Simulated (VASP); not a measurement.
BeTe6:

```xyz
7
Lattice="7.4586 0.0000 0.0000 0.0000 7.4586 0.0000 0.0000 0.0000 4.6754" Properties=species:S:1:pos:R:3 pbc="T T T"
Be    3.7293    3.7293    0.0000
Te    5.0985    5.0985    3.1618
Te    2.3601    2.3601    3.1618
Te    5.0985    2.3601    1.5136
Te    2.3601    5.0985    1.5136
Te    3.7293    0.0000    0.0000
Te    0.0000    3.7293    0.0000
```

The cell was generated, and may not be a known phase.

```yaml
Program: VASP 6.6.1
Task: relaxation of cell and atoms
Functional: PBE
Potentials_or_basis: VASP PAW PBE potentials, release 64 (Be, Te)
Cutoff: 600 eV
k_mesh: 4 × 4 × 8
Occupations: gaussian, width 0.1 eV
Spin: no spin polarisation
```

At the start: pressure -0.1 GPa; volume 37.16 Å³/atom.

**Question.** How do energy, volume and symmetry change on relaxing?

**Answer.** Over 9 steps the energy falls by 3.4 meV/atom and the volume is 36.29 Å³/atom (-2.3 %); space group P-42m (No. 111, to 0.1 Å) before and after.

Step by step:
```
step  energy change (eV)  largest force (eV/Å)  pressure (GPa)  volume (Å³)
   1              0.0000                0.1090           -0.13       260.10
   2             -0.0072                0.0976           -0.07       258.93
   3             -0.0204                0.0776            0.13       255.38
   4             -0.0022                0.1223            0.59       248.17
   5             -0.0220                0.0770            0.22       253.89
   6             -0.0208                0.0576           -0.35       256.30
   7             -0.0235                0.0234           -0.03       254.91
   8             -0.0237                0.0146           -0.02       254.64
   9             -0.0238                0.0064            0.01       254.04
```

Final structure:
```cif
data_structure
_symmetry_space_group_name_H-M 'P 1'
_symmetry_Int_Tables_number 1
_cell_length_a 7.4987
_cell_length_b 7.4987
_cell_length_c 4.5179
_cell_angle_alpha 90.000
_cell_angle_beta 90.000
_cell_angle_gamma 90.000
_cell_volume 254.04
loop_
_atom_site_label
_atom_site_type_symbol
_atom_site_fract_x
_atom_site_fract_y
_atom_site_fract_z
_atom_site_occupancy
Be1 Be 0.50000 0.50000 0.00000 1
Te1 Te 0.68687 0.68687 0.67612 1
Te2 Te 0.31313 0.31313 0.67612 1
Te3 Te 0.68687 0.31313 0.32388 1
Te4 Te 0.31313 0.68687 0.32388 1
Te5 Te 0.50000 0.00000 0.00000 1
Te6 Te 0.00000 0.50000 0.00000 1
```
